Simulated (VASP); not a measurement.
Write the native input for VASP 6.6.1 that does the following.

```yaml
Task: single point
Functional: PBE
Potentials_or_basis: VASP PAW PBE potentials, release 64 (Nb_sv, Ga_d, Se)
Cutoff: 520 eV
k_mesh: 6 × 6 × 2
Occupations: gaussian, width 0.1 eV
Spin: no spin polarisation
Dipole_correction: no
Further_INCAR_settings: ALGO = Normal; EDIFF = 1e-06; NBANDS = 41
```

The structure of Nb3GaSe2 lies in POSCAR:

```
Nb3GaSe2
1.0
    3.1748601493      0.0000000000      0.0000000000
    0.0000000000      3.1748601493      0.0000000000
    0.0000000000      0.0000000000     10.0419209278
Nb Ga Se
3 1 2
Direct
    0.5000000000      0.5000000000      0.1671797269
    0.5000000000      0.5000000000      0.5000000000
    0.5000000000      0.5000000000      0.8328202731
    0.0000000000      0.0000000000      0.0000000000
    0.0000000000      0.0000000000      0.3361974188
    0.0000000000      0.0000000000      0.6638025812
```

One way to write it, as run:

INCAR

```
PREC = Accurate ; ENCUT = 520
EDIFF = 1E-6 ; ISMEAR = 0
SIGMA = 0.1 ; LREAL = False
LASPH = True ; NELM = 100
ALGO = Normal ; ISIF = 2
LWAVE = False ; LCHARG = False
GGA = PE ; NBANDS = 41
```

KPOINTS

```
regular mesh
0
Gamma
  6 6 2
```

Potentials or basis: VASP PAW PBE potentials, release 64 (Nb_sv, Ga_d, Se).

The run is started by

```bash
$ cat potpaw_PBE.64/Nb_sv/POTCAR potpaw_PBE.64/Ga_d/POTCAR potpaw_PBE.64/Se/POTCAR > POTCAR
$ mpirun -np 1 vasp_std > vasp.out
```

Results of the run:

```json
{
  "Pressure": "0.0 GPa",
  "Largest force": "0.011 eV/Å",
  "Band gap on the k mesh": "zero (band 32 reaches 11.37 eV, above the bottom of band 33 at 10.35 eV)"
}
```

Run time: 66 s on 1 thread of AMD EPYC 9R45 96-Core Processor (Zen 5), on a shared host, peak memory 0.21 GiB.
